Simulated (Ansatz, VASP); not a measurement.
## HgTe in VASP and in Ansatz

INCAR

```
ALGO     = Normal         # electronic algorithm
EDIFF    = 1E-7           # SCF threshold, eV
ENCUT    = 520            # plane-wave cutoff, eV
GGA      = PS             # functional
ISIF     = 2              # what is computed and relaxed
ISMEAR   = -1             # smearing method
LASPH    = True           # aspherical terms in the spheres
LCHARG   = False          # write CHGCAR
LREAL    = False          # projectors in reciprocal space
LWAVE    = False          # write WAVECAR
NBANDS   = 16             # bands
NELM     = 80             # most SCF steps
PREC     = Accurate       # precision mode
SIGMA    = 0.05           # smearing width, eV
```

Contents of KPOINTS:

```
k-points
0
Gamma
  9 9 9
```

The input POSCAR:

```
HgTe
1.0
    0.0322350000      3.2396175000      3.2396175000
    3.2396175000      0.0322350000      3.2396175000
    3.2396175000      3.2396175000      0.0322350000
Hg Te
1 1
Direct
    0.0000000000      0.0000000000      0.0000000000
    0.7500000000      0.7500000000      0.7500000000
```

Input for Ansatz:

```yaml
crystal:
  lattice:
    - [0.032235, 3.2396175, 3.2396175]
    - [3.2396175, 0.032235, 3.2396175]
    - [3.2396175, 3.2396175, 0.032235]
  atoms:
    - { symbol: Hg, position: [0.0, 0.0, 0.0] }
    - { symbol: Te, position: [0.75, 0.75, 0.75] }
kpoints:
  mp_grid: { grid: [9, 9, 9] }
  band_path:
    path:
      - [0.0, 0.0, 0.0]
      - [-0.5, -0.5, -0.5]
      - [-0.5, -0.247543133, -0.752456867]
      - [-0.247543133, 0.247543133, -0.5]
      - [0.0, 0.0, -0.5]
      - [0.0, 0.0, 0.0]
      - [0.0, 0.3737715665, -0.3737715665]
      - [-0.3737715665, 0.0, -0.6262284335]
      - [-0.5, 0.0, -0.5]
    npoints: 5
scf:
  occupations: { method: fermi_dirac, width: 0.05 }
hamiltonian:
  xc: pbesol
  pseudopotentials: { kind: all_electron, lapw: { basis_error: 0.0005 } }
output:
  forces: true
  stress: true
  eigenvalues: true
```

Change from the starting cell: equal xy, yz and zx shear strains of +1 %.

Alike in both runs: task single point; functional PBEsol; k mesh 9 × 9 × 9; occupations fermi-dirac, width 0.05 eV; no spin polarisation.

|  | VASP | Ansatz |
| --- | --- | --- |
| version | VASP 6.6.1 | Ansatz 0.2.0 |
| potentials or method | VASP PAW PBE potentials, release 64 (Hg, Te), cutoff 520 eV | all-electron LAPW, scalar-relativistic |

```csv
,VASP,Ansatz,Ansatz less VASP
pressure (GPa),1.5,1.4,-0.11
"traceless stress, the component that is largest in VASP (GPa)",-0.41,-0.41,+0.006
rms of the force components (eV/Å),0.057,0.055,-0.0017
```

VASP's potentials were made for PBE, not for PBEsol. Atom by atom the forces differ by 0.002 eV/Å (rms over components). Ansatz ran all-electron here, and VASP with PAW potentials.

Neither program's run includes spin-orbit coupling.
